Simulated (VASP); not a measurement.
# LaPd3O (Pm-3m) in VASP: relaxation of the atoms with PBE

Aim: the relaxation of the atoms of LaPd3O with PBE.

Program: VASP 6.6.1. These are calculated values, not measurements. Logs are shortened: lines on timing, memory, paths and dates and some standing lists are left out, and cuts for length are marked.

## Step 1: The cell of the first run

The structure is cubic, space group Pm-3m (No. 221). The conventional cell has a = 4.230 Å, b = 4.230 Å, c = 4.230 Å, α = 90.00°, β = 90.00°, γ = 90.00°. O (site symmetry m-3m) has 6 Pd at 2.12 Å within 2.8 Å. Within 2.8 Å of Pd (site symmetry 4/mmm) lie 2 O at 2.12 Å. La (site symmetry m-3m) has 12 Pd at 2.99 Å and 8 O at 3.66 Å within 3.9 Å.

## Step 2: Relaxation of the atoms, PBE

Input file INCAR:

```
SYSTEM = LaPd3O
  ALGO = Normal
  EDIFF = 1E-7
  EDIFFG = -0.03
  ENCUT = 520
  GGA = PE
  IBRION = 2
  ISIF = 2
  ISMEAR = -1
  LASPH = .True.
  LCHARG = .False.
  LREAL = .False.
  LWAVE = .False.
  NELM = 100
  NSW = 60
  PREC = Accurate
  SIGMA = 0.1
```

Input file KPOINTS:

```
k-points
0
Gamma
  8 8 8
  0 0 0
```

Input file POSCAR:

```
LaPd3O
1.0
    4.2303590000      0.0000000000      0.0000000000
    0.0000000000      4.2303590000      0.0000000000
    0.0000000000      0.0000000000      4.2303590000
O Pd La
1 3 1
Direct
    0.5000000000      0.5000000000      0.5000000000
    0.0000000000      0.5000000000      0.5000000000
    0.5000000000      0.0000000000      0.5000000000
    0.5000000000      0.5000000000      0.0000000000
    0.0000000000      0.0000000000      0.0000000000
```

Potentials or basis: VASP PAW PBE potentials, release 64 (O, Pd, La).

On the command line:

```bash
cat potpaw_PBE.64/O/POTCAR potpaw_PBE.64/Pd/POTCAR potpaw_PBE.64/La/POTCAR > POTCAR
mpirun -np 1 vasp_std > vasp.out
```

OUTCAR:

```text
SYSTEM = LaPd3O
   EDIFF = 1E-7
   EDIFFG = -0.03
   ENCUT = 520
   GGA = PE
   IBRION = 2
   ISIF = 2
   ISMEAR = -1
   LASPH = .True.
   LREAL = .False.
   NELM = 100
   NSW = 60
   PREC = Accurate

 ion  position               nearest neighbor table
   1  0.500  0.500  0.500-   2 2.12   3 2.12   4 2.12   4 2.12   3 2.12   2 2.12
   2  0.000  0.500  0.500-   1 2.12   1 2.12   4 2.99   5 2.99   4 2.99   5 2.99   3 2.99   5 2.99
                             5 2.99   3 2.99   3 2.99   4 2.99   4 2.99   3 2.99
   3  0.500  0.000  0.500-   1 2.12   1 2.12   4 2.99   5 2.99   4 2.99   5 2.99   2 2.99   2 2.99
                             4 2.99   4 2.99   2 2.99   5 2.99   5 2.99   2 2.99
   4  0.500  0.500  0.000-   1 2.12   1 2.12   3 2.99   5 2.99   2 2.99   2 2.99   3 2.99   3 2.99
                             5 2.99   3 2.99   2 2.99   5 2.99   2 2.99   5 2.99
   5  0.000  0.000  0.000-   2 2.99   3 2.99   4 2.99   2 2.99   3 2.99   2 2.99   4 2.99   2 2.99
                             3 2.99   4 2.99   3 2.99   4 2.99

  LATTYP: Found a simple cubic cell.
 ALAT       =     4.2303590000

  Lattice vectors:

 A1 = (   4.2303590000,   0.0000000000,   0.0000000000)
 A2 = (   0.0000000000,   4.2303590000,   0.0000000000)
 A3 = (   0.0000000000,   0.0000000000,   4.2303590000)

Analysis of symmetry for initial positions (statically):
=====================================================================
 Subroutine PRICEL returns:
 Original cell was already a primitive cell.

 Routine SETGRP: Setting up the symmetry group for a
 simple cubic supercell.

 Subroutine GETGRP returns: Found 48 space group operations
 (whereof 48 operations were pure point group operations)
 out of a pool of 48 trial point group operations.

The static configuration has the point symmetry O_h .

Analysis of symmetry for dynamics (positions and initial velocities):
=====================================================================
 Subroutine PRICEL returns:
 Original cell was already a primitive cell.

 Routine SETGRP: Setting up the symmetry group for a
 simple cubic supercell.

 Subroutine GETGRP returns: Found 48 space group operations
 (whereof 48 operations were pure point group operations)
 out of a pool of 48 trial point group operations.

The dynamic configuration has the point symmetry O_h .

 Subroutine INISYM returns: Found 48 space group operations
 (whereof 48 operations are pure point group operations),
 and found     1 'primitive' translations

----------------------------------------------------------------------------------------

                                     Primitive cell

  volume of cell :      75.7062

  direct lattice vectors                    reciprocal lattice vectors
     4.230359000  0.000000000  0.000000000     0.236386557  0.000000000  0.000000000
     0.000000000  4.230359000  0.000000000     0.000000000  0.236386557  0.000000000
     0.000000000  0.000000000  4.230359000     0.000000000  0.000000000  0.236386557

  length of vectors
     4.230359000  4.230359000  4.230359000     0.236386557  0.236386557  0.236386557

  position of ions in fractional coordinates (direct lattice)
     0.500000000  0.500000000  0.500000000
     0.000000000  0.500000000  0.500000000
     0.500000000  0.000000000  0.500000000
     0.500000000  0.500000000  0.000000000
     0.000000000  0.000000000  0.000000000

  ion indices of the primitive-cell ions
   primitive index   ion index
                 1           1
                 2           2
                 3           3
                 4           4
                 5           5

----------------------------------------------------------------------------------------

 KPOINTS: k-points

Automatic generation of k-mesh.
 Grid dimensions read from file:
 generate k-points for:    8    8    8

 Generating k-lattice:

  Cartesian coordinates                     Fractional coordinates (reciprocal lattice)
     0.029548320  0.000000000  0.000000000     0.125000000  0.000000000  0.000000000
     0.000000000  0.029548320  0.000000000     0.000000000  0.125000000  0.000000000
     0.000000000  0.000000000  0.029548320     0.000000000  0.000000000  0.125000000

  Length of vectors
     0.029548320  0.029548320  0.029548320

  Shift w.r.t. Gamma in fractional coordinates (k-lattice)
     0.000000000  0.000000000  0.000000000

 Subroutine IBZKPT returns following result:
 ===========================================

 Found     35 irreducible k-points:

 Following reciprocal coordinates:
            Coordinates               Weight
  0.000000  0.000000  0.000000      1.000000
  0.125000  0.000000  0.000000      6.000000
  0.250000  0.000000  0.000000      6.000000
  0.375000  0.000000  0.000000      6.000000
  0.500000  0.000000  0.000000      3.000000
  0.125000  0.125000  0.000000     12.000000
[... 16 lines left out ...]
  0.375000  0.375000  0.125000     24.000000
  0.500000  0.375000  0.125000     24.000000
 [... further k-points ...]
   k-points           NKPTS =     35   k-points in BZ     NKDIM =     35   number of bands    NBANDS=     28
   number of dos      NEDOS =    301   number of ions     NIONS =      5
   total plane-waves  NPLWV =  32768
   dimension x,y,z NGX =    32 NGY =   32 NGZ =   32
   dimension x,y,z NGXF=    64 NGYF=   64 NGZF=   64
   ions per type =               1   3   1
   NGX,Y,Z   is equivalent  to a cutoff of  12.58, 12.58, 12.58 a.u.
   NGXF,Y,Z  is equivalent  to a cutoff of  25.15, 25.15, 25.15 a.u.
 SYSTEM =  LaPd3O
   PREC   = accura    normal or accurate (medium, high low for compatibility)
   ISTART =      0    job   : 0-new  1-cont  2-samecut
   ICHARG =      2    charge: 1-file 2-atom 10-const
   ISPIN  =      1    spin polarized calculation?
   LNONCOLLINEAR =      F non collinear calculations
   LSORBIT =      F    spin-orbit coupling
   LASPH  =      T    aspherical Exc in radial PAW
   ENCUT  =  520.0 eV  38.22 Ry    6.18 a.u.   7.87  7.87  7.87*2*pi/ulx,y,z
   NELM   =    100;   NELMIN=  2; NELMDL= -5     # of ELM steps
   EDIFF  = 0.1E-06   stopping-criterion for ELM
   LREAL  =      F    real-space projection
   EDIFFG = -.3E-01   stopping-criterion for IOM
   NSW    =     60    number of steps for IOM
   IBRION =      2    ionic relax: 0-MD 1-quasi-New 2-CG
   NFREE  =      1    steps in history (QN), initial steepest desc. (CG)
   ISIF   =      2    stress and relaxation
   ISYM   =      2    0-nonsym 1-usesym 2-fastsym
   POTIM  = 0.5000    time-step for ionic-motion
   TEBEG  =    0.0;   TEEND  =   0.0 temperature during run
   PSTRESS=    0.0 pullay stress
   NELECT =      47.0000    total number of electrons
   NUPDOWN=      -1.0000    fix difference up-down
   EMIN   =  10.00;   EMAX   =-10.00  energy-range for DOS
   EFERMI =   0.00;   METHOD = LEGACY
   ISMEAR =    -1;   SIGMA  =   0.10  broadening in eV -4-tet -1-fermi 0-gaus
   EFERMI_NEDOS =   21; number of points for ismear=-14 and -15
   IALGO  =     38    algorithm
   IMIX   =      4    mixing-type and parameters
     AMIX     =   0.40;   BMIX     =  1.00
     AMIX_MAG =   1.60;   BMIX_MAG =  1.00
  volume/ion in A,a.u.               =      15.14       102.18
  Fermi-wavevector in a.u.,A,eV,Ry     =   1.396573  2.639140 26.537013  1.950415
  Thomas-Fermi vector in A             =   2.519914
   LORBIT       =      0    0 simple, 1 ext, 2 COOP (PROOUT), +10 PAW based schemes
   GGA     = PE    functional components
   LHFCALC =     F    Hartree Fock is set to
   AEXX    =    0.0000 exact exchange contribution
   IVDW    =     0    specifies the selected vdW correction
   LEPSILON=     F    determine dielectric tensor
   LRPA    =     F    only Hartree local field effects (RPA)
 conjugate gradient relaxation of ions
 non-spin polarized calculation
  energy-cutoff  :      520.00
  volume of cell :       75.71
 maximum number of plane-waves:      2064
 NGX is ok and might be reduce to    32
   NGX = 15   NGY = 15   NGZ = 15

 number of electron      46.9999986 magnetization

 Free energy of the ion-electron system (eV)
  ---------------------------------------------------
  ext. energy  EPLUGINS =         0.00000000
  ---------------------------------------------------
  free energy    TOTEN  =       -27.49609309 eV

  energy without entropy =      -27.40372756  energy(sigma->0) =      -27.44991032

 E-fermi :  11.2525     XC(G=0): -12.4602

 val. band max:       11.2437730056   @ k =   0.2500   0.2500   0.0000
 cond. band min:      11.2534490265   @ k =   0.3750   0.0000   0.0000
 fundamental gap:      0.0096760209
 Fermi energy:        11.2524711650

 k-point     1 :       0.0000    0.0000    0.0000
  band No.  band energies     occupation
      1     -21.2307      2.00000
      2      -9.5887      2.00000
      3      -5.0630      2.00000
      4      -5.0630      2.00000
      5      -5.0630      2.00000
      6       5.3897      2.00000
[... 20 lines left out ...]
     27      13.4450      0.00000
     28      13.4479      0.00000

 k-point     2 :       0.1250    0.0000    0.0000
  band No.  band energies     occupation
      1     -21.2267      2.00000
      2      -9.5574      2.00000
      3      -5.1301      2.00000
      4      -5.0693      2.00000
      5      -5.0693      2.00000
      6       4.9203      2.00000
[... 20 lines left out ...]
     27      13.4341      0.00000
     28      13.4367      0.00000

 k-point     3 :       0.2500    0.0000    0.0000
  band No.  band energies     occupation
      1     -21.2169      2.00000
      2      -9.4803      2.00000
      3      -5.2853      2.00000
      4      -5.0846      2.00000
      5      -5.0846      2.00000
      6       4.1103      2.00000
[... 616 lines left out ...]
      3      -5.3868      2.00000
      4      -5.3587      2.00000
      5      -5.1578      2.00000
      6       3.1546      2.00000
[... 20 lines left out ...]
     27      13.2984      0.00000
     28      13.6968      0.00000

 k-point    24 :       0.5000    0.3750    0.1250
  band No.  band energies     occupation
      1     -21.1869      2.00000
      2      -9.1207      2.00000
      3      -5.4150      2.00000
      4      -5.3646      2.00000
      5      -5.1606      2.00000
      6       2.9594      2.00000
[... 20 lines left out ...]
     27      13.3261      0.00000
     28      13.7065      0.00000

 [... further k-points ...]

------------------------ aborting loop because EDIFF is reached ----------------------------------------

  FORCE on cell =-STRESS in cart. coord.  units (eV):
  Direction    XX          YY          ZZ          XY          YZ          ZX
  --------------------------------------------------------------------------------------
  -------------------------------------------------------------------------------------
  Total       10.9913879     10.9913879     10.9913879      0.0000000     -0.0000000      0.0000000
  in kB      232.6116410    232.6116410    232.6116410      0.0000000     -0.0000000      0.0000000
  external PRESSURE =     232.6116410 kB  Pullay stress =       0.0000000 kB

 VOLUME and BASIS-vectors are now :
 -----------------------------------------------------------------------------
  energy-cutoff  :      520.00
  volume of cell :       75.71
      direct lattice vectors                 reciprocal lattice vectors
     4.230359000  0.000000000  0.000000000     0.236386557  0.000000000  0.000000000
     0.000000000  4.230359000  0.000000000     0.000000000  0.236386557  0.000000000
     0.000000000  0.000000000  4.230359000     0.000000000  0.000000000  0.236386557

 POSITION                                       TOTAL-FORCE (eV/Angst)
 -----------------------------------------------------------------------------------
      2.11518      2.11518      2.11518         0.000000      0.000000      0.000000
      0.00000      2.11518      2.11518         0.000000      0.000000      0.000000
      2.11518      0.00000      2.11518         0.000000      0.000000      0.000000
      2.11518      2.11518      0.00000         0.000000      0.000000      0.000000
      0.00000      0.00000      0.00000         0.000000      0.000000      0.000000
 -----------------------------------------------------------------------------------
    total drift:                                0.000000     -0.000000     -0.000000

  FREE ENERGIE OF THE ION-ELECTRON SYSTEM (eV)
  ---------------------------------------------------
  free  energy   TOTEN  =       -27.4960930931 eV

  energy  without entropy=      -27.4037275557  energy(sigma->0) =      -27.44991032

 reached required accuracy - stopping structural energy minimisation
```

Run time: 3.6 min. Hardware: 1 thread of Intel Xeon 8259CL, shared host; peak memory 0.21 GiB.

Results:

```
Free energy             : -27.4961 eV
Pressure after relaxing : 23.3 GPa
Band gap on the k mesh  : zero (an odd number of electrons rules out a gap without spin polarisation)
```

Final structure:
```
CELL_PARAMETERS angstrom
4.23036 0.00000 0.00000
0.00000 4.23036 0.00000
0.00000 0.00000 4.23036
ATOMIC_POSITIONS crystal
O 0.50000 0.50000 0.50000
Pd 0.00000 0.50000 0.50000
Pd 0.50000 0.00000 0.50000
Pd 0.50000 0.50000 0.00000
La 0.00000 0.00000 0.00000
```

Levels at points of the mesh, in eV from the Fermi level:
```csv
k point,band 22,band 23,band 24,band 25,band 26,band 27
"(0.00, 0.00, 0.00)",-1.45,-1.45,-0.71,2.16,2.19,2.19
"(0.50, 0.00, 0.00)",-2.12,-1.45,0.05,1.33,1.33,1.66
"(0.50, 0.50, 0.00)",-1.58,-0.68,-0.68,-0.64,1.97,1.97
"(0.50, 0.50, 0.50)",-0.45,-0.45,1.64,1.64,1.64,1.97
```

Caveat: the relaxation stopped at its first step, so nothing moved; spin-orbit coupling is left out, which moves the levels of the heavy elements.
